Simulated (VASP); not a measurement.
Here is a VASP 6.6.1 calculation.

The input INCAR:

```
  PREC = Accurate
  ENCUT = 520
  EDIFF = 1E-8
  ISMEAR = -1
  SIGMA = 0.05
  LREAL = False
  LASPH = True
  NELM = 60
  ALGO = Normal
  ISIF = 2
  LWAVE = False
  LCHARG = False
  GGA = PE
  LEFG = True
  NBANDS = 16
```

KPOINTS

```
Automatic mesh
0
Gamma
  12 12 12
```

Contents of POSCAR:

```
GaP
1.0
    0.0000000000      2.6227779097      2.6227779097
    2.6227779097      0.0000000000      2.6227779097
    2.6227779097      2.6227779097      0.0000000000
Ga P
1 1
Direct
    0.0000000000      0.0000000000      0.0000000000
    0.5000000000      0.5000000000      0.5000000000
```

Potentials or basis: VASP PAW PBE potentials, release 64 (Ga_d, P).

The run is started by

```bash
$ cat potpaw_PBE.64/Ga_d/POTCAR potpaw_PBE.64/P/POTCAR > POTCAR
$ mpirun -np 1 vasp_std > vasp.out
```

Problem. What does it give for the pressure?

Solution. -3.7 GPa.

Problem. What does it give for the band gap on the k mesh?

Solution. Zero (band 9 reaches 6.35 eV, above the bottom of band 10 at 3.36 eV).

Caveat: without QUAD_EFG the Cq values of the log hold for a quadrupole moment of 1 mb, not for the nuclei.
